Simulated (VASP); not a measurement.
Write the native input for VASP 6.6.1 that does the following.

- Task: single point
- Functional: PBEsol
- Potentials or basis: VASP PAW PBE potentials, release 64 (Pb_d, O)
- Cutoff: 520 eV
- k mesh: 6 × 6 × 8
- Occupations: fermi-dirac, width 0.05 eV
- Spin: no spin polarisation
- Dipole correction: no
- Further INCAR settings: ALGO = Normal; EDIFF = 1e-06; NBANDS = 35

The structure of PbO2 lies in POSCAR:

```
PbO2
1.0
    4.9980490804      0.0000000000      0.0000000000
    0.0000000000      4.9980490804      0.0000000000
    0.0000000000      0.0000000000      3.4109295517
Pb O
2 4
Direct
    0.5000000000      0.5000000000      0.5000000000
    0.0000000000      0.0000000000      0.0000000000
    0.6924262217      0.6924262217      0.0000000000
    0.8075737783      0.1924262217      0.5000000000
    0.1924262217      0.8075737783      0.5000000000
    0.3075737783      0.3075737783      0.0000000000
```

These files were run (other wordings do the same):

INCAR

```
SYSTEM = PbO2
  PREC = Accurate
  ENCUT = 520
  EDIFF = 1E-6
  ISMEAR = -1
  SIGMA = 0.05
  LREAL = .FALSE.
  LASPH = .TRUE.
  NELM = 60
  ALGO = Normal
  ISIF = 2
  LWAVE = .FALSE.
  LCHARG = .FALSE.
  GGA = PS
  NBANDS = 35
```

KPOINTS

```
Automatic mesh
0
G
  6 6 8
  0 0 0
```

Potentials or basis: VASP PAW PBE potentials, release 64 (Pb_d, O).

Run with:

```console
$ cat potpaw_PBE.64/Pb_d/POTCAR potpaw_PBE.64/O/POTCAR > POTCAR
$ mpirun -np 1 vasp_std > vasp.out
```

It gave:

| Property | Result |
| --- | --- |
| Pressure | 0.2 GPa |
| Largest force | 0.005 eV/Å |
| Band gap on the k mesh | 0.06 eV (least direct gap 0.10 eV) |

Caveat: the PAW data sets were made with another functional, which shifts forces and pressure a little; spin-orbit coupling is left out, which moves the levels of the heavy elements.

It took 3 min on 1 thread of Intel Xeon 8259CL, with other jobs on the host, peak memory 0.27 GiB.
